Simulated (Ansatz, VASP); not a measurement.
## Two plane-wave programs on Si

Contents of POSCAR:

```
Si
1.0
    3.8512048931      0.0000000000      0.0000000000
   -1.9256024465      3.3352412726      0.0000000000
    0.0000000000      0.0000000000      6.3225255947
Si
4
Direct
    0.3333333333      0.6666666667      0.0000652499
    0.6666666667      0.3333333333      0.5000652499
    0.3333333333      0.6666666667      0.3739347501
    0.6666666667      0.3333333333      0.8739347501
```

Contents of INCAR.step1:

```
  PREC = Accurate
  ENCUT = 520
  ISMEAR = 0
  SIGMA = 0.02
  LREAL = False
  LASPH = True
  NELM = 60
  GGA = PE
  ALGO = Normal
  EDIFF = 1E-4
  LWAVE = True
  LCHARG = False
```

Contents of INCAR.step2:

```
  PREC = Accurate
  ENCUT = 520
  EDIFF = 1E-7
  ISMEAR = 0
  SIGMA = 0.02
  LREAL = False
  LASPH = True
  NELM = 60
  ALGO = Normal
  ISIF = 2
  LWAVE = False
  LCHARG = False
  METAGGA = R2SCAN
  LMIXTAU = True
  IBRION = 2
  NSW = 60
  EDIFFG = -0.002
  ISTART = 1
```

Contents of KPOINTS:

```
Automatic mesh
0
Gamma
  9 9 4
```

Input for Ansatz:

```yaml
crystal:
  lattice:
    - [3.8512048931, 0.0, 0.0]
    - [-1.9256024465, 3.3352412726, 0.0]
    - [0.0, 0.0, 6.3225255947]
  atoms:
    - { symbol: Si, position: [0.3333333333, 0.6666666667, 6.52499e-05] }
    - { symbol: Si, position: [0.6666666667, 0.3333333333, 0.5000652499] }
    - { symbol: Si, position: [0.3333333333, 0.6666666667, 0.3739347501] }
    - { symbol: Si, position: [0.6666666667, 0.3333333333, 0.8739347501] }
basis:
  ecutwfc: 500
kpoints:
  mp_grid: { grid: [9, 9, 4] }
hamiltonian:
  xc: r2scan
  pseudopotentials: { kind: paw, azcp: { folder: soft_1 } }
scf:
  occupations: { method: gaussian, width: 0.02 }
output:
  forces: true
  stress: true
  eigenvalues: true
relax:
  adjacent_minimum: "off"
  f_tol: 0.002
  max_steps: 40
```

Change from the starting cell: strained cell.

Alike in both runs: task relaxation of the atoms; functional r2SCAN; k mesh 9 × 9 × 4; occupations gaussian, width 0.02 eV; no spin polarisation.

|  | VASP | Ansatz |
| --- | --- | --- |
| version | VASP 6.6.1 | Ansatz 0.2.0 |
| potentials or method | VASP PAW PBE potentials, release 64 (Si), cutoff 520 eV | scalar-relativistic, plane waves, PAW |
| valence electrons in the cell | 16 | 16 |

Ansatz gave:

```
gap on the k mesh at the Fermi level, each at its own relaxed structure (eV) : 0.64
```

Estimate VASP's values.

gap on the k mesh at the Fermi level, each at its own relaxed structure (eV): 0.65.

VASP's potentials were made for PBE, not for r2SCAN. Ansatz's warnings: stress scf threshold loose.
